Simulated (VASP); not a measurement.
Here is a VASP 6.6.1 calculation.

Contents of POSCAR:

```
PtSe2
1.0
    3.6768221210      0.0000000000      0.0000000000
   -1.8384110605      3.1842213620      0.0000000000
    0.0000000000      0.0000000000      5.2038041547
Pt Se
1 2
Direct
    0.0000000000      0.0000000000      0.0000000000
    0.3333333333      0.6666666667      0.2538240282
    0.6666666667      0.3333333333      0.7461759718
```

The input INCAR.step1:

```
PREC     = Accurate       # precision mode
ENCUT    = 520            # plane-wave cutoff, eV
ISMEAR   = -1             # smearing method
SIGMA    = 0.02           # smearing width, eV
LREAL    = F              # projectors in reciprocal space
LASPH    = T              # aspherical terms in the spheres
NELM     = 60             # most SCF steps
NBANDS   = 18             # bands
GGA      = PE             # functional
ALGO     = Normal         # electronic algorithm
EDIFF    = 1E-4           # SCF threshold, eV
LWAVE    = T              # write WAVECAR
LCHARG   = F              # write CHGCAR
```

INCAR.step2

```
PREC     = Accurate       # precision mode
ENCUT    = 520            # plane-wave cutoff, eV
EDIFF    = 1E-6           # SCF threshold, eV
ISMEAR   = -1             # smearing method
SIGMA    = 0.02           # smearing width, eV
LREAL    = F              # projectors in reciprocal space
LASPH    = T              # aspherical terms in the spheres
NELM     = 60             # most SCF steps
ALGO     = Normal         # electronic algorithm
ISIF     = 2              # what is computed and relaxed
LWAVE    = F              # write WAVECAR
LCHARG   = F              # write CHGCAR
METAGGA  = R2SCAN         # meta-GGA
LMIXTAU  = T            
NBANDS   = 18             # bands
ISTART   = 1
```

The input KPOINTS:

```
Automatic mesh
0
Gamma
  12 12 6
```

Potentials or basis: VASP PAW PBE potentials, release 64 (Pt, Se).

Run with:

```sh
$ cat potpaw_PBE.64/Pt/POTCAR potpaw_PBE.64/Se/POTCAR > POTCAR
$ cp INCAR.step1 INCAR
$ mpirun -np 1 vasp_std > vasp.out
$ cp INCAR.step2 INCAR
$ mpirun -np 1 vasp_std > vasp.out
```

Task: Predict the pressure.

Result: 4.7 GPa.

Task: Predict the band gap on the k mesh.

Result: Zero (band 11 reaches 6.59 eV, above the bottom of band 12 at 6.38 eV).

Task: Estimate the largest force.

Result: 0.018 eV/Å.

Stress tensor (GPa, compression positive):
```
5.57 0.00 0.00
0.00 5.57 0.00
0.00 0.00 2.85
```

Caveat: the cell differs from its parent crystal (strain -1.4%); the PAW data sets were made with another functional, which shifts forces and pressure a little; spin-orbit coupling is left out, which moves the levels of the heavy elements.
